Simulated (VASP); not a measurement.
# PbS (F-43m) in VASP: notebook

The runs below take PbS through single point, with PBE.

All numbers are computed with VASP 6.6.1; they aren't measurements. Logs are shortened: lines on timing, memory, paths and dates and some standing lists are left out, and cuts for length are marked.

## 1. The cell of the first run

It takes space group F-43m (No. 216, cubic). Conventional cell: a = 6.602 Å, b = 6.602 Å, c = 6.602 Å, α = 90.00°, β = 90.00°, γ = 90.00°. Within 3.8 Å of Pb (site symmetry -43m) lie 4 S at 2.86 Å. Within 3.8 Å of S (site symmetry -43m) lie 4 Pb at 2.86 Å.

## 2. Single point, PBE

INCAR reads:

```
SYSTEM = PbS
PREC = Accurate ; ENCUT = 520
EDIFF = 1E-6 ; ISMEAR = 0
SIGMA = 0.01 ; LREAL = .FALSE.
LASPH = .TRUE. ; NELM = 80
ALGO = Normal ; ISIF = 2
LWAVE = .FALSE. ; LCHARG = .FALSE.
GGA = PE ; NBANDS = 17
```

KPOINTS reads:

```
regular mesh
0
G
  4 4 4
  0 0 0
```

POSCAR reads:

```
PbS
1.0
    0.0000000000      3.3009774917      3.3009774917
    3.3009774917      0.0000000000      3.3009774917
    3.3009774917      3.3009774917      0.0000000000
Pb S
1 1
Direct
    0.0000000000      0.0000000000      0.0000000000
    0.2500000000      0.2500000000      0.2500000000
```

Potentials or basis: VASP PAW PBE potentials, release 64 (Pb_d, S).

The run is started by

```console
$ cat potpaw_PBE.64/Pb_d/POTCAR potpaw_PBE.64/S/POTCAR > POTCAR
$ mpirun -np 1 vasp_std > vasp.out
```

OUTCAR:

```text
SYSTEM = PbS
   PREC = Accurate
   ENCUT = 520
   EDIFF = 1E-6
   ISMEAR = 0
   LREAL = .FALSE.
   LASPH = .TRUE.
   NELM = 80
   ISIF = 2
   GGA = PE

 ion  position               nearest neighbor table
   1  0.000  0.000  0.000-   2 2.86   2 2.86   2 2.86   2 2.86
   2  0.250  0.250  0.250-   1 2.86   1 2.86   1 2.86   1 2.86

  LATTYP: Found a face centered cubic cell.
 ALAT       =     6.6019549834

  Lattice vectors:

 A1 = (   0.0000000000,   3.3009774917,   3.3009774917)
 A2 = (   3.3009774917,   0.0000000000,   3.3009774917)
 A3 = (   3.3009774917,   3.3009774917,   0.0000000000)

Analysis of symmetry for initial positions (statically):
=====================================================================
 Subroutine PRICEL returns:
 Original cell was already a primitive cell.

 Routine SETGRP: Setting up the symmetry group for a
 face centered cubic supercell.

 Subroutine GETGRP returns: Found 24 space group operations
 (whereof 24 operations were pure point group operations)
 out of a pool of 48 trial point group operations.

The static configuration has the point symmetry T_d .

Analysis of symmetry for dynamics (positions and initial velocities):
=====================================================================
 Subroutine PRICEL returns:
 Original cell was already a primitive cell.

 Routine SETGRP: Setting up the symmetry group for a
 face centered cubic supercell.

 Subroutine GETGRP returns: Found 24 space group operations
 (whereof 24 operations were pure point group operations)
 out of a pool of 48 trial point group operations.

The dynamic configuration has the point symmetry T_d .

 Subroutine INISYM returns: Found 24 space group operations
 (whereof 24 operations are pure point group operations),
 and found     1 'primitive' translations

----------------------------------------------------------------------------------------

                                     Primitive cell

  volume of cell :      71.9379

  direct lattice vectors                    reciprocal lattice vectors
     0.000000000  3.300977492  3.300977492    -0.151470285  0.151470285  0.151470285
     3.300977492  0.000000000  3.300977492     0.151470285 -0.151470285  0.151470285
     3.300977492  3.300977492  0.000000000     0.151470285  0.151470285 -0.151470285

  length of vectors
     4.668287138  4.668287138  4.668287138     0.262354229  0.262354229  0.262354229

[... 62 lines left out ...]
   NELM   =     80;   NELMIN=  2; NELMDL= -5     # of ELM steps
   EDIFF  = 0.1E-05   stopping-criterion for ELM
   LREAL  =      F    real-space projection
   EDIFFG = 0.1E-04   stopping-criterion for IOM
   NSW    =      0    number of steps for IOM
   IBRION =     -1    ionic relax: 0-MD 1-quasi-New 2-CG
   NFREE  =      0    steps in history (QN), initial steepest desc. (CG)
   ISIF   =      2    stress and relaxation
   ISYM   =      2    0-nonsym 1-usesym 2-fastsym
   POTIM  = 0.5000    time-step for ionic-motion
   TEBEG  =    0.0;   TEEND  =   0.0 temperature during run
   PSTRESS=    0.0 pullay stress
   NELECT =      20.0000    total number of electrons
   NUPDOWN=      -1.0000    fix difference up-down
   EMIN   =  10.00;   EMAX   =-10.00  energy-range for DOS
   EFERMI =   0.00;   METHOD = LEGACY
   ISMEAR =     0;   SIGMA  =   0.01  broadening in eV -4-tet -1-fermi 0-gaus
   EFERMI_NEDOS =   21; number of points for ismear=-14 and -15
   IALGO  =     38    algorithm
   IMIX   =      4    mixing-type and parameters
     AMIX     =   0.40;   BMIX     =  1.00
     AMIX_MAG =   1.60;   BMIX_MAG =  1.00
  volume/ion in A,a.u.               =      35.97       242.73
  Fermi-wavevector in a.u.,A,eV,Ry     =   1.068478  2.019131 15.533028  1.141645
  Thomas-Fermi vector in A             =   2.204127
   LORBIT       =      0    0 simple, 1 ext, 2 COOP (PROOUT), +10 PAW based schemes
   GGA     = PE    functional components
   LHFCALC =     F    Hartree Fock is set to
   AEXX    =    0.0000 exact exchange contribution
   IVDW    =     0    specifies the selected vdW correction
   LEPSILON=     F    determine dielectric tensor
   LRPA    =     F    only Hartree local field effects (RPA)
 non-spin polarized calculation
 Gauss-broadening in eV      SIGMA  =   0.01
  energy-cutoff  :      520.00
  volume of cell :       71.94
 maximum number of plane-waves:      1964
 NGX is ok and might be reduce to    36
   NGX = 17   NGY = 17   NGZ = 17

 number of electron      19.9999996 magnetization

 Free energy of the ion-electron system (eV)
  ---------------------------------------------------
  ext. energy  EPLUGINS =         0.00000000
  ---------------------------------------------------
  free energy    TOTEN  =        -8.41054644 eV

  energy without entropy =       -8.41054644  energy(sigma->0) =       -8.41054644

 E-fermi :   2.9303     XC(G=0):  -7.9241

 val. band max:        2.8712255844   @ k =  -0.2500   0.5000   0.2500
 cond. band min:       3.6740614502   @ k =   0.5000   0.5000   0.0000
 fundamental gap:      0.8028358658
 Fermi energy:         2.9303467501

 k-point     1 :       0.0000    0.0000    0.0000
  band No.  band energies     occupation
      1     -13.7756      2.00000
      2     -13.7756      2.00000
      3     -13.7756      2.00000
      4     -13.7395      2.00000
      5     -13.7395      2.00000
      6      -9.7457      2.00000
[... 137 lines left out ...]
      4     -13.7425      2.00000
      5     -13.7347      2.00000
      6      -8.7205      2.00000
[... 9 lines left out ...]
     16      12.4659      0.00000
     17      12.5595      0.00000

------------------------ aborting loop because EDIFF is reached ----------------------------------------

  FORCE on cell =-STRESS in cart. coord.  units (eV):
  Direction    XX          YY          ZZ          XY          YZ          ZX
  --------------------------------------------------------------------------------------
  -------------------------------------------------------------------------------------
  Total        0.2943734      0.2943734      0.2943734      0.0000000      0.0000000     -0.0000000
  in kB        6.5561893      6.5561893      6.5561893      0.0000000      0.0000000     -0.0000000
  external PRESSURE =       6.5561893 kB  Pullay stress =       0.0000000 kB

 VOLUME and BASIS-vectors are now :
 -----------------------------------------------------------------------------
  energy-cutoff  :      520.00
  volume of cell :       71.94
      direct lattice vectors                 reciprocal lattice vectors
     0.000000000  3.300977492  3.300977492    -0.151470285  0.151470285  0.151470285
     3.300977492  0.000000000  3.300977492     0.151470285 -0.151470285  0.151470285
     3.300977492  3.300977492  0.000000000     0.151470285  0.151470285 -0.151470285

 POSITION                                       TOTAL-FORCE (eV/Angst)
 -----------------------------------------------------------------------------------
      0.00000      0.00000      0.00000        -0.000000     -0.000000     -0.000000
      1.65049      1.65049      1.65049         0.000000      0.000000      0.000000
 -----------------------------------------------------------------------------------
    total drift:                                0.000000      0.000000      0.000000

  FREE ENERGIE OF THE ION-ELECTRON SYSTEM (eV)
  ---------------------------------------------------
  free  energy   TOTEN  =        -8.4105464432 eV

  energy  without entropy=       -8.4105464432  energy(sigma->0) =       -8.41054644
```

Run time: 10 s. Hardware: 1 thread of AMD EPYC 7R13 (Zen 3), shared host; peak memory 0.17 GiB.

What came out:

```
Free energy            : -8.4105 eV
Pressure               : 0.7 GPa
Band gap on the k mesh : 0.80 eV (least direct gap 1.27 eV)
```

Levels at points of the mesh, in eV from the valence-band top:
```
           k point  band 8  band 9  band 10  band 11  band 12  band 13
(0.00, 0.00, 0.00)   -1.73   -1.73    -1.73     2.49     2.49     2.49
(0.50, 0.00, 0.00)   -2.24   -2.24    -1.92     3.20     3.20     3.60
(0.50, 0.50, 0.00)   -2.93   -2.93    -0.47     0.80     5.09     5.09
```

Caveat: spin-orbit coupling is left out, which moves the levels of the heavy elements. A k mesh can miss the band edges.

## 3. Single point, PBE

INCAR reads:

```
PREC = Accurate
ENCUT = 520
EDIFF = 1E-6
ISMEAR = 0
SIGMA = 0.01
LREAL = False
LASPH = True
NELM = 100
ALGO = Normal
ISIF = 2
LWAVE = False
LCHARG = True
GGA = PE
LELF = True
LVHAR = True
NBANDS = 17
```

KPOINTS reads:

```
regular mesh
0
Gamma
  4 4 4
```

POSCAR is that of step 2.

Potentials or basis: VASP PAW PBE potentials, release 64 (Pb_d, S).

The run is started by

```console
$ cat potpaw_PBE.64/Pb_d/POTCAR potpaw_PBE.64/S/POTCAR > POTCAR
$ mpirun -np 1 vasp_std > vasp.out
```

Wall time 11 s (1 thread of AMD EPYC 7R13 (Zen 3), shared host); peak memory 0.17 GiB.

The run converged. Its results:

* Free energy: -8.4105 eV
* Pressure: 0.7 GPa
* Band gap on the k mesh: 0.80 eV (least direct gap 1.27 eV)

Levels at points of the mesh, in eV from the valence-band top:
| k point | band 8 | band 9 | band 10 | band 11 | band 12 | band 13 |
| --- | --- | --- | --- | --- | --- | --- |
| (0.00, 0.00, 0.00) | -1.73 | -1.73 | -1.73 | 2.49 | 2.49 | 2.49 |
| (0.50, 0.00, 0.00) | -2.24 | -2.24 | -1.92 | 3.20 | 3.20 | 3.60 |
| (0.50, 0.50, 0.00) | -2.93 | -2.93 | -0.47 | 0.80 | 5.09 | 5.09 |

Caveat: spin-orbit coupling is left out, which moves the levels of the heavy elements. A k mesh can miss the band edges.
